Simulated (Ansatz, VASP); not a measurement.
**CdS: VASP beside Ansatz**

Contents of POSCAR:

```
CdS
1.0
    3.3869086140      0.0000000000      0.0000000000
    0.0000000000      3.3869086140      0.0000000000
    0.0000000000      0.0000000000      3.3869086140
Cd S
1 1
Direct
    0.0000000000      0.0000000000      0.0000000000
    0.5000000000      0.5000000000      0.5000000000
```

The input INCAR.step1:

```
ALGO = Normal
EDIFF = 1E-5
ENCUT = 520
GGA = PE
ISIF = 2
ISMEAR = -1
LASPH = T
LCHARG = F
LREAL = F
LWAVE = T
NBANDS = 16
NELM = 100
PREC = Accurate
SIGMA = 0.02
```

The input INCAR.step2:

```
ALGO = Normal
EDIFF = 1E-6
ENCUT = 520
GGA = PE
HFSCREEN = 0.2079
ISIF = 2
ISMEAR = -1
ISTART = 1
LASPH = T
LCHARG = F
LHFCALC = T
LREAL = F
LWAVE = F
NBANDS = 16
NELM = 100
PREC = Accurate
PRECFOCK = Normal
SIGMA = 0.02
```

KPOINTS

```
k-points
0
Gamma
  4 4 4
```

Input for Ansatz:

```yaml
crystal:
  lattice:
    - [3.386908614, 0.0, 0.0]
    - [0.0, 3.386908614, 0.0]
    - [0.0, 0.0, 3.386908614]
  atoms:
    - { symbol: Cd, position: [0.0, 0.0, 0.0] }
    - { symbol: S, position: [0.5, 0.5, 0.5] }
kpoints:
  mp_grid: { grid: [4, 4, 4] }
hamiltonian:
  xc: hse06
scf:
  occupations: { method: fermi_dirac, width: 0.02 }
  n_extra_bands: 4
output:
  forces: true
  stress: true
  eigenvalues: true
```

Alike in both runs: task single point; functional HSE06; k mesh 4 × 4 × 4; occupations fermi-dirac, width 0.02 eV; no spin polarisation.

```csv
,VASP,Ansatz
version,VASP 6.6.1,Ansatz 0.2.0
potentials or method,"VASP PAW PBE potentials, release 64 (Cd, S)","plane waves, PAW"
plane-wave cutoff (eV),520,420
valence electrons in the cell,18,26
```

```csv
,VASP,Ansatz,Ansatz less VASP
pressure (GPa),0.9,0.6,-0.31
```

VASP's potentials hold 18 valence electrons a cell and Ansatz's 26, so a difference there can come from the potentials and not from the codes. Ansatz's warnings: filled band counts differ across k points, stress exchange threshold loose, stress scf threshold loose.

The k mesh is coarse, so the values compare programs but aren't converged.
